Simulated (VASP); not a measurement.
Runs of VASP 6.6.1 on ZnS. The structure is that of space group F-43m (No. 216), or close to it. The cells are those of the table. 

```csv
task,cell,gap on the mesh (eV),pressure (GPa)
relaxation of cell and atoms,"relaxed to 7 GPa from a = 3.787 Å, angles 60.0, 60.0, 90.0°, 2 atoms",(a),7.0
single point,"a = 3.821 Å, angles 60.0, 60.0, 90.0°, 2 atoms",1.98,(b)
single point,"a = 3.730 Å, angles 60.0, 60.0, 90.0°, 2 atoms",(c),(d)
single point,"a = 3.757 Å, angles 60.0, 60.0, 90.0°, 2 atoms",2.20,2.2
single point,"a = 3.694 Å, angles 60.0, 60.0, 90.0°, 2 atoms",2.43,7.2
single point,"a = 3.662 Å, angles 60.0, 60.0, 90.0°, 2 atoms",2.55,10.2
relaxation of cell and atoms,"relaxed to -2 GPa from a = 3.787 Å, angles 60.0, 60.0, 90.0°, 2 atoms",1.97,-2.0
```

Alike in all rows: level PBEsol; potentials or basis VASP PAW PBE potentials, release 64 (Zn, S); no spin polarisation; k mesh 8 × 8 × 8; cutoff (eV) 500; smearing gaussian 0.01 eV.

**Question.** Estimate the missing entries.

**Answer.** (a) 2.42; (b) -1.8; (c) 2.30; (d) 4.2.

Caveats: the PAW data sets were made with another functional, which shifts forces and pressure a little; the cell stands under pressure (at least some runs); the cell is relaxed towards a set pressure, so the run minimises the enthalpy, not the energy (at least some runs).

A k mesh can miss the band edges.
